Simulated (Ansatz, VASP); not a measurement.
**One calculation of Zn2CdS3, two programs**

The input INCAR:

```
SYSTEM = Zn2CdS3
  ALGO = Normal
  EDIFF = 1E-6
  EDIFFG = -0.01
  ENCUT = 600
  GGA = PE
  IBRION = 2
  ISIF = 3
  ISMEAR = 0
  LASPH = .True.
  LCHARG = .False.
  LREAL = .False.
  LWAVE = .False.
  NELM = 100
  NSW = 100
  PREC = Accurate
  SIGMA = 0.02
```

File KPOINTS:

```
k-points
0
Gamma
  12 12 4
  0 0 0
```

Contents of POSCAR:

```
Zn2CdS3
1.0
    3.9507637000      0.0000000000      0.0000000000
   -1.9753818000      3.4214617000      0.0000000000
    0.0000000000      0.0000000000      9.7749151000
Zn Cd S
2 1 3
Direct
    0.3333333000      0.6666667000      0.9915450000
    0.6666667000      0.3333333000      0.6754090000
    0.0000000000      0.0000000000      0.3288580000
    0.3333333000      0.6666667000      0.7507530000
    0.6666667000      0.3333333000      0.4354840000
    0.0000000000      0.0000000000      0.0679500000
```

Input for Ansatz:

```yaml
crystal:
  lattice:
    - [3.9507637, 0.0, 0.0]
    - [-1.9753818, 3.4214617, 0.0]
    - [0.0, 0.0, 9.7749151]
  atoms:
    - { symbol: Zn, position: [0.3333333, 0.6666667, 0.991545] }
    - { symbol: Zn, position: [0.6666667, 0.3333333, 0.675409] }
    - { symbol: Cd, position: [0.0, 0.0, 0.328858] }
    - { symbol: S, position: [0.3333333, 0.6666667, 0.750753] }
    - { symbol: S, position: [0.6666667, 0.3333333, 0.435484] }
    - { symbol: S, position: [0.0, 0.0, 0.06795] }
basis:
  ecutwfc: 420
kpoints:
  mp_grid: { grid: [12, 12, 4] }
hamiltonian:
  xc: pbe
scf:
  occupations: { method: gaussian, width: 0.02 }
output:
  forces: true
  stress: true
  eigenvalues: true
relax:
  adjacent_minimum: "off"
  f_tol: 0.01
  max_steps: 80
  cell: { stress_tol: 0.05 }
```

Alike in both runs: task relaxation of cell and atoms; functional PBE; k mesh 12 × 12 × 4; occupations gaussian, width 0.02 eV; no spin polarisation.

|  | VASP | Ansatz |
| --- | --- | --- |
| version | VASP 6.6.1 | Ansatz 0.2.0 |
| potentials or method | VASP PAW PBE potentials, release 64 (Zn, Cd, S), cutoff 600 eV | scalar-relativistic, plane waves, PAW |
| valence electrons in the cell | 54 | 62 |

```csv
,VASP,Ansatz,Ansatz less VASP
"gap on the k mesh at the Fermi level, each at its own relaxed structure (eV)",1.40,1.41,+0.016
relaxed volume (Å³/atom),22.11,22.02,-0.091
relaxed length of the cell vector where the two differ most in proportion (Å),9.789,9.775,-0.0144
```

VASP's potentials hold 54 valence electrons a cell and Ansatz's 62, so a difference there can come from the potentials and not from the codes.
